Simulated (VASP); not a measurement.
Pt, 3 atoms in the cell. Symmetry: P6/mmm, No. 191, hexagonal system. The conventional cell has a = 4.646 Å, b = 4.646 Å, c = 2.769 Å, α = 90.00°, β = 90.00°, γ = 120.00°. Within 3.7 Å of Pt (site symmetry 6/mmm) lie 14 Pt at 2.77 to 3.02 Å. Within 3.5 Å of Pt (site symmetry -6m2) lie 11 Pt at 2.68 to 3.02 Å. This isn't the form of Pt at room conditions, which is fcc.

| Quantity | Value |
| --- | --- |
| Program | VASP 6.6.1 |
| Task | single point |
| Functional | PBEsol |
| Potentials or basis | VASP PAW PBE potentials, release 64 (Pt) |
| Cutoff | 520 eV |
| k mesh | 9 × 9 × 13 |
| Occupations | fermi-dirac, width 0.1 eV |
| Spin | no spin polarisation |
| Dipole correction | no |
| Further INCAR settings | ALGO = Normal; EDIFF = 1e-06; NBANDS = 22 |

Potentials or basis: VASP PAW PBE potentials, release 64 (Pt).

Run with:

```console
$ cat potpaw_PBE.64/Pt/POTCAR > POTCAR
$ mpirun -np 1 vasp_std > vasp.out
```

Hardware: 1 thread of Intel Xeon 8259CL, on a shared host.

How long does it take, and how much memory?

It took 2.3 min on 1 thread of Intel Xeon 8259CL, with other jobs on the host, peak memory 0.23 GiB. Counts: scf iterations 14, k points 84.
